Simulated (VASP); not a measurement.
Li2CaO2:

```
CELL_PARAMETERS angstrom
3.47909 0.00000 0.00000
-1.73954 3.01298 0.00000
0.00000 0.00000 6.43929
ATOMIC_POSITIONS crystal
Li 0.00000 0.00000 0.83370
Li 0.00000 0.00000 0.16630
Ca 0.00000 0.00000 0.50000
O 0.33333 0.66667 0.50000
O 0.66667 0.33333 0.50000
```

```yaml
Program: VASP 6.6.1
Task: relaxation of cell and atoms
Functional: PBE
Potentials_or_basis: VASP PAW PBE potentials, release 64 (Li_sv, Ca_sv, O)
Cutoff: 600 eV
k_mesh: 6 × 6 × 4
Occupations: gaussian, width 0.1 eV
Spin: no spin polarisation
```

At the start: pressure 40.3 GPa; volume 13.50 Å³/atom.

**Question.** How do energy, volume and symmetry change on relaxing?

**Answer.** Over 14 steps the energy falls by 738.7 meV/atom and the volume is 22.26 Å³/atom (+64.9 %); space group P6/mmm (No. 191, to 0.05 Å).

Step by step:
| step | energy change (eV) | largest force (eV/Å) | pressure (GPa) | volume (Å³) |
| --- | --- | --- | --- | --- |
| 1 | 0.0000 | 0.6658 | 40.33 | 67.50 |
| 2 | -2.7467 | 0.0486 | -2.34 | 106.15 |
| 3 | -2.9048 | 0.0458 | 3.06 | 94.97 |
| 4 | -2.9088 | 0.0330 | 2.35 | 96.18 |
| 5 | -3.4447 | 0.0710 | 0.99 | 103.64 |
| 6 | -3.6811 | 0.0942 | -0.99 | 113.44 |
| 7 | -3.6815 | 0.0950 | -0.89 | 113.00 |
| 8 | -3.6885 | 0.0964 | 0.40 | 110.35 |
| 9 | -3.6892 | 0.0960 | 0.08 | 110.97 |
| 10 | -3.6903 | 0.0832 | 0.06 | 111.06 |
| 11 | -3.6924 | 0.0476 | -0.03 | 111.32 |
| 12 | -3.6919 | 0.0186 | -0.13 | 111.85 |
| 13 | -3.6929 | 0.0185 | -0.07 | 111.54 |
| 14 | -3.6934 | 0.0052 | -0.04 | 111.28 |

Final structure:
```cif
data_structure
_symmetry_space_group_name_H-M 'P 1'
_symmetry_Int_Tables_number 1
_cell_length_a 3.9513
_cell_length_b 3.9513
_cell_length_c 8.2297
_cell_angle_alpha 90.000
_cell_angle_beta 90.000
_cell_angle_gamma 120.000
_cell_volume 111.28
loop_
_atom_site_label
_atom_site_type_symbol
_atom_site_fract_x
_atom_site_fract_y
_atom_site_fract_z
_atom_site_occupancy
Li1 Li 0.00000 0.00000 0.84483 1
Li2 Li 0.00000 0.00000 0.15517 1
Ca1 Ca 0.00000 0.00000 0.50000 1
O1 O 0.33333 0.66667 0.50000 1
O2 O 0.66667 0.33333 0.50000 1
```

Caveat: the cutoff is under 1.25 times the usual one of these potentials, so pressure, stress and relaxed cells hold a basis-set (Pulay) error; the volume moved by over 15 % at a fixed basis, so the end points are rough.
